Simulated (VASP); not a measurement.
Set up this calculation in VASP 6.6.1, as the native input.

| Item | Value |
| --- | --- |
| Task | single point |
| Functional | revPBE |
| Dispersion | D4 |
| Potentials or basis | VASP PAW PBE potentials, release 64 (C) |
| Cutoff | 520 eV |
| k mesh | 12 × 12 × 4 |
| Occupations | fermi-dirac, width 0.05 eV |
| Spin | no spin polarisation |
| Dipole correction | no |
| Further INCAR settings | ALGO = Normal; EDIFF = 1e-06; NBANDS = 26 |

The structure of C lies in POSCAR:

```
C
1.0
    2.5552893324      0.0000000000      0.0000000000
   -1.2776446662      2.2129454759      0.0000000000
    0.0000000000      0.0000000000      8.3454953252
C
8
Direct
    0.6666666667      0.3333333333      0.8437500000
    0.3333333333      0.6666666667      0.3437500000
    0.6666666667      0.3333333333      0.6562500000
    0.3333333333      0.6666666667      0.1562500000
    0.0000000000      0.0000000000      0.9062500000
    0.0000000000      0.0000000000      0.4062500000
    0.0000000000      0.0000000000      0.5937500000
    0.0000000000      0.0000000000      0.0937500000
```

These files were run (other wordings do the same):

INCAR

```
ALGO = Normal
EDIFF = 1E-6
ENCUT = 520
GGA = RE
ISIF = 2
ISMEAR = -1
IVDW = 13
LASPH = True
LCHARG = False
LREAL = False
LWAVE = False
NBANDS = 26
NELM = 80
PREC = Accurate
SIGMA = 0.05
```

KPOINTS

```
k-points
0
Gamma
  12 12 4
```

Potentials or basis: VASP PAW PBE potentials, release 64 (C).

Run with:

```sh
$ cat potpaw_PBE.64/C/POTCAR > POTCAR
$ mpirun -np 1 vasp_std > vasp.out
```

It gave:

```json
{"Pressure": "-21.1 GPa", "Largest force": "0.305 eV/Å", "Band gap on the k mesh": "4.32 eV, indirect (least direct gap 5.10 eV)", "Dispersion energy per atom": "-0.481 eV"}
```

Caveat: the PAW data sets were made with another functional, which shifts forces and pressure a little.

It took 27 s on 1 thread of Intel(R) Xeon(R) 6975P-C (Granite Rapids), with other jobs on the host, peak memory 0.18 GiB.
